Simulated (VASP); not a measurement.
# AlN (Cmc2_1) in VASP: further runs

Runs on AlN. Level: r2SCAN. Tasks: single point.

Program: VASP 6.6.1. These are calculated values, not measurements. Logs are shortened: lines on timing, memory, paths and dates and some standing lists are left out, and cuts for length are marked.

### Step 1. The cell of the first run

The structure is orthorhombic, space group Cmc2_1 (No. 36). The conventional cell has a = 2.920 Å, b = 5.704 Å, c = 4.978 Å, α = 90.00°, β = 90.00°, γ = 90.00°. Within 2.4 Å of Al (site symmetry m) lie 4 N at 1.84 to 1.99 Å. Within 2.4 Å of N (site symmetry m) lie 4 Al at 1.84 to 1.99 Å.

### Step 2. Single point, r2SCAN (strain -0.0600 x Voigt [1, -1, 0, 0, 0, 0])

POSCAR

```
AlN
1.0
    2.9202654183      0.0000000000      0.0000000000
   -1.4601327091      2.8518781705      0.0000000000
    0.0000000000      0.0000000000      4.9784048354
Al N
2 2
Direct
    0.3333333333      0.6666666667      0.0016929024
    0.6666666667      0.3333333333      0.5016929024
    0.3333333333      0.6666666667      0.3833070976
    0.6666666667      0.3333333333      0.8833070976
```

INCAR.step1

```
SYSTEM = AlN
ALGO = Normal
EDIFF = 1E-4
ENCUT = 520
GGA = PE
ISMEAR = 0
LASPH = .True.
LCHARG = .False.
LREAL = .False.
LWAVE = .True.
NBANDS = 16
NELM = 80
PREC = Accurate
SIGMA = 0.05
```

INCAR.step2

```
SYSTEM = AlN
ALGO = Normal
EDIFF = 1E-6
ENCUT = 520
ISIF = 2
ISMEAR = 0
ISTART = 1
LASPH = .True.
LCHARG = .False.
LMIXTAU = .True.
LREAL = .False.
LWAVE = .False.
METAGGA = R2SCAN
NBANDS = 16
NELM = 80
PREC = Accurate
SIGMA = 0.05
```

KPOINTS

```
k-points
0
Gamma
  12 12 6
  0 0 0
```

Potentials or basis: VASP PAW PBE potentials, release 64 (Al, N).

The run is started by

```
$ cat potpaw_PBE.64/Al/POTCAR potpaw_PBE.64/N/POTCAR > POTCAR
$ cp INCAR.step1 INCAR
$ mpirun -np 1 vasp_std > vasp.out
$ cp INCAR.step2 INCAR
$ mpirun -np 1 vasp_std > vasp.out
```

OUTCAR:

```text
SYSTEM = AlN
   EDIFF = 1E-6
   ENCUT = 520
   ISIF = 2
   ISMEAR = 0
   ISTART = 1
   LASPH = .True.
   LREAL = .False.
   METAGGA = R2SCAN
   NELM = 80
   PREC = Accurate

 ion  position               nearest neighbor table
   1  0.333  0.667  0.002-   4 1.84   4 1.84   3 1.90   4 1.99   2 3.04   2 3.04   2 3.04   2 3.04
                             2 3.13   2 3.13
   2  0.667  0.333  0.502-   3 1.84   3 1.84   4 1.90   3 1.99   1 3.04   1 3.04   1 3.04   1 3.04
                             1 3.13   1 3.13
   3  0.333  0.667  0.383-   2 1.84   2 1.84   1 1.90   2 1.99
   4  0.667  0.333  0.883-   1 1.84   1 1.84   2 1.90   1 1.99

  LATTYP: Found a base centered orthorhombic cell.
 ALAT       =     2.9202654183
 B/A-ratio  =     1.9531636766
 C/A-ratio  =     1.7047782041

  Lattice vectors:

 A1 = (   1.4601327091,  -2.8518781705,   0.0000000000)
 A2 = (   1.4601327092,   2.8518781705,   0.0000000000)
 A3 = (   0.0000000000,   0.0000000000,   4.9784048354)

Analysis of symmetry for initial positions (statically):
=====================================================================
 Subroutine PRICEL returns:
 Original cell was already a primitive cell.

 Routine SETGRP: Setting up the symmetry group for a
 base centered orthorhombic supercell.

 Subroutine GETGRP returns: Found  4 space group operations
 (whereof  2 operations were pure point group operations)
 out of a pool of  8 trial point group operations.

The static configuration has the point symmetry C_1h.
 The point group associated with its full space group is C_2v.

Analysis of symmetry for dynamics (positions and initial velocities):
=====================================================================
 Subroutine PRICEL returns:
 Original cell was already a primitive cell.

 Routine SETGRP: Setting up the symmetry group for a
 base centered orthorhombic supercell.

 Subroutine GETGRP returns: Found  4 space group operations
 (whereof  2 operations were pure point group operations)
 out of a pool of  8 trial point group operations.

The dynamic configuration has the point symmetry C_1h.
 The point group associated with its full space group is C_2v.

 Subroutine INISYM returns: Found  4 space group operations
 (whereof  2 operations are pure point group operations),
 and found     1 'primitive' translations

----------------------------------------------------------------------------------------

                                     Primitive cell

  volume of cell :      41.4614
[... 96 lines left out ...]
   NSW    =      0    number of steps for IOM
   IBRION =     -1    ionic relax: 0-MD 1-quasi-New 2-CG
   NFREE  =      0    steps in history (QN), initial steepest desc. (CG)
   ISIF   =      2    stress and relaxation
   ISYM   =      2    0-nonsym 1-usesym 2-fastsym
   POTIM  = 0.5000    time-step for ionic-motion
   TEBEG  =    0.0;   TEEND  =   0.0 temperature during run
   PSTRESS=    0.0 pullay stress
   NELECT =      16.0000    total number of electrons
   NUPDOWN=      -1.0000    fix difference up-down
   EMIN   =  10.00;   EMAX   =-10.00  energy-range for DOS
   EFERMI =   0.00;   METHOD = LEGACY
   ISMEAR =     0;   SIGMA  =   0.05  broadening in eV -4-tet -1-fermi 0-gaus
   EFERMI_NEDOS =   21; number of points for ismear=-14 and -15
   IALGO  =     38    algorithm
   IMIX   =      4    mixing-type and parameters
     AMIX     =   0.40;   BMIX     =  1.00
     AMIX_MAG =   1.60;   BMIX_MAG =  1.00
  volume/ion in A,a.u.               =      10.37        69.95
  Fermi-wavevector in a.u.,A,eV,Ry     =   1.191883  2.252332 19.328236  1.420585
  Thomas-Fermi vector in A             =   2.327934
   LORBIT       =      0    0 simple, 1 ext, 2 COOP (PROOUT), +10 PAW based schemes
   METAGGA = R2SCAN    functional components
   LHFCALC =     F    Hartree Fock is set to
   AEXX    =    0.0000 exact exchange contribution
   IVDW    =     0    specifies the selected vdW correction
   LEPSILON=     F    determine dielectric tensor
   LRPA    =     F    only Hartree local field effects (RPA)
 non-spin polarized calculation
 Gauss-broadening in eV      SIGMA  =   0.05
  energy-cutoff  :      520.00
  volume of cell :       41.46
 maximum number of plane-waves:      1140
 NGX is ok and might be reduce to    24
   NGX = 11   NGY = 11   NGZ = 19

 number of electron      16.0000000 magnetization

 Free energy of the ion-electron system (eV)
  ---------------------------------------------------
  ext. energy  EPLUGINS =         0.00000000
  ---------------------------------------------------
  free energy    TOTEN  =       -38.09779574 eV

  energy without entropy =      -38.09779574  energy(sigma->0) =      -38.09779574

 E-fermi :   6.3518     XC(G=0): -11.4336

 val. band max:        6.1555029929   @ k =   0.0000   0.0000   0.0000
 cond. band min:      10.7011817289   @ k =   0.0000   0.0000   0.0000
 fundamental gap:      4.5456787360
 Fermi energy:         6.3517990473

 k-point     1 :       0.0000    0.0000    0.0000
  band No.  band energies     occupation
      1     -10.0519      2.00000
      2      -7.9272      2.00000
      3      -0.1428      2.00000
      4       4.6712      2.00000
      5       5.3846      2.00000
      6       5.5418      2.00000
[... 433 lines left out ...]
      3       0.8391      2.00000
      4       1.9856      2.00000
      5       2.7050      2.00000
      6       3.0297      2.00000
[... 8 lines left out ...]
     15      19.6207      0.00000
     16      21.7023      0.00000

 [... further k-points ...]

------------------------ aborting loop because EDIFF is reached ----------------------------------------

  FORCE on cell =-STRESS in cart. coord.  units (eV):
  Direction    XX          YY          ZZ          XY          YZ          ZX
  --------------------------------------------------------------------------------------
  -------------------------------------------------------------------------------------
  Total        6.8240120     -5.1171106     -0.0887318     -0.0000000      0.0000000      0.0000000
  in kB      263.6980139   -197.7387927     -3.4288325     -0.0000000      0.0000000      0.0000000
  external PRESSURE =      20.8434629 kB  Pullay stress =       0.0000000 kB

 VOLUME and BASIS-vectors are now :
 -----------------------------------------------------------------------------
  energy-cutoff  :      520.00
  volume of cell :       41.46
      direct lattice vectors                 reciprocal lattice vectors
     2.920265418  0.000000000  0.000000000     0.342434627  0.175323057  0.000000000
    -1.460132709  2.851878171  0.000000000     0.000000000  0.350646115  0.000000000
     0.000000000  0.000000000  4.978404835     0.000000000  0.000000000  0.200867554

 POSITION                                       TOTAL-FORCE (eV/Angst)
 -----------------------------------------------------------------------------------
     -0.00000      1.90125      0.00843         0.000000      0.840856      0.163803
      1.46013      0.95063      2.49763        -0.000000     -0.840856      0.163803
     -0.00000      1.90125      1.90826         0.000000      1.056657     -0.163803
      1.46013      0.95063      4.39746        -0.000000     -1.056657     -0.163803
 -----------------------------------------------------------------------------------
    total drift:                               -0.000000     -0.000000      0.001023

  FREE ENERGIE OF THE ION-ELECTRON SYSTEM (eV)
  ---------------------------------------------------
  free  energy   TOTEN  =       -38.0977957357 eV

  energy  without entropy=      -38.0977957357  energy(sigma->0) =      -38.09779574
```

Run time: 5.4 min. Hardware: 1 thread of Intel Xeon 8259CL, shared host; peak memory 0.23 GiB.

Results:

```
Free energy            : -38.0978 eV
Pressure               : 2.1 GPa
Largest force          : 1.069 eV/Å
Band gap on the k mesh : 4.55 eV
```

Forces in eV/Å, atoms in the order of the input:
```
Al   0.000  0.841  0.164
Al   0.000 -0.841  0.164
N    0.000  1.057 -0.164
N    0.000 -1.057 -0.164
```

Stress tensor (GPa, compression positive):
```
 26.37   0.00   0.00
  0.00 -19.77   0.00
  0.00   0.00  -0.34
```

Levels at points of the mesh, in eV from the valence-band top:
```
           k point  band 5  band 6  band 7  band 8  band 9  band 10  band 11  band 12
(0.00, 0.00, 0.00)   -0.77   -0.61   -0.20    0.00    4.55     6.84    10.87    11.85
(0.50, 0.00, 0.00)   -3.34   -2.72   -1.91   -1.15    5.82     6.20     8.54    10.60
(0.00, 0.50, 0.00)   -4.04   -1.98   -1.45   -0.25    6.20     7.67     9.51    10.85
(0.00, 0.00, 0.50)   -1.12   -1.12   -0.32   -0.32    6.67     6.67    10.52    10.52
(0.50, 0.00, 0.50)   -2.03   -2.03   -1.49   -1.49    5.59     5.59     9.79     9.79
(0.00, 0.50, 0.50)   -1.74   -1.74   -0.90   -0.90    6.05     6.05    10.71    10.71
```

Caveat: the cell differs from its parent crystal (strain -0.0600 x Voigt [1, -1, 0, 0, 0, 0]); the stress differs along the axes, from -20 to 26 GPa; the PAW data sets were made with another functional, which shifts forces and pressure a little. A k mesh can miss the band edges.

### Step 3. Single point, r2SCAN (strain +0.0450 x Voigt [1, -1, 0, 0, 0, 0])

POSCAR, as its differences from that of step 2:

```diff
@@ -2,4 +2,4 @@
 1.0
-    2.9202654183      0.0000000000      0.0000000000
-   -1.4601327091      2.8518781705      0.0000000000
+    3.2464652788      0.0000000000      0.0000000000
+   -1.6232326394      2.5693808046      0.0000000000
     0.0000000000      0.0000000000      4.9784048354
```

INCAR.step1

```
PREC = Accurate
ENCUT = 520
ISMEAR = 0
SIGMA = 0.05
LREAL = F
LASPH = T
NELM = 100
NBANDS = 16
GGA = PE
ALGO = Normal
EDIFF = 1E-4
LWAVE = T
LCHARG = F
```

INCAR.step2

```
PREC = Accurate
ENCUT = 520
EDIFF = 1E-7
ISMEAR = 0
SIGMA = 0.05
LREAL = F
LASPH = T
NELM = 100
ALGO = Normal
ISIF = 2
LWAVE = F
LCHARG = F
METAGGA = R2SCAN
LMIXTAU = T
NBANDS = 16
ISTART = 1
```

KPOINTS

```
Automatic mesh
0
Gamma
  12 12 6
```

Potentials or basis: VASP PAW PBE potentials, release 64 (Al, N).

The run is started by

```
$ cat potpaw_PBE.64/Al/POTCAR potpaw_PBE.64/N/POTCAR > POTCAR
$ cp INCAR.step1 INCAR
$ mpirun -np 1 vasp_std > vasp.out
$ cp INCAR.step2 INCAR
$ mpirun -np 1 vasp_std > vasp.out
```

Wall time 7.1 min (1 thread of Intel Xeon 8259CL, shared host); peak memory 0.23 GiB.

Results (log left out):

```
Free energy            : -38.2585 eV
Pressure               : 1.1 GPa
Largest force          : 1.144 eV/Å
Band gap on the k mesh : 4.85 eV
```

Forces on the atoms (eV/Å):
```
Al   0.000 -0.981  0.115
Al   0.000  0.981  0.115
N    0.000 -1.138 -0.115
N    0.000  1.138 -0.115
```

Stress tensor (GPa, compression positive):
```
-15.11   0.00   0.00
  0.00  18.59   0.00
  0.00   0.00  -0.21
```

Levels at points of the mesh, in eV from the valence-band top:
| k point | band 4 | band 5 | band 6 | band 7 | band 8 | band 9 | band 10 | band 11 | band 12 | band 13 |
| --- | --- | --- | --- | --- | --- | --- | --- | --- | --- | --- |
| (0.00, 0.00, 0.00) | -1.08 | -0.68 | -0.40 | -0.02 | 0.00 | 4.85 | 7.36 | 11.30 | 11.46 | 13.34 |
| (0.50, 0.00, 0.00) | -4.25 | -3.56 | -1.91 | -1.65 | -0.47 | 6.44 | 7.06 | 9.32 | 11.09 | 12.42 |
| (0.00, 0.50, 0.00) | -4.16 | -3.04 | -2.73 | -1.80 | -1.13 | 5.70 | 6.36 | 8.56 | 10.57 | 11.35 |
| (0.00, 0.00, 0.50) | -3.39 | -0.75 | -0.75 | -0.35 | -0.35 | 7.12 | 7.12 | 11.17 | 11.17 | 11.58 |
| (0.50, 0.00, 0.50) | -5.76 | -1.47 | -1.47 | -1.17 | -1.17 | 6.13 | 6.13 | 10.38 | 10.38 | 12.78 |
| (0.00, 0.50, 0.50) | -5.47 | -2.02 | -2.02 | -1.31 | -1.31 | 5.65 | 5.65 | 9.93 | 9.93 | 12.97 |

Caveat: the cell differs from its parent crystal (strain +0.0450 x Voigt [1, -1, 0, 0, 0, 0]); the stress differs along the axes, from -15 to 19 GPa; the PAW data sets were made with another functional, which shifts forces and pressure a little. A k mesh can miss the band edges.

[end of part 1 of 2]
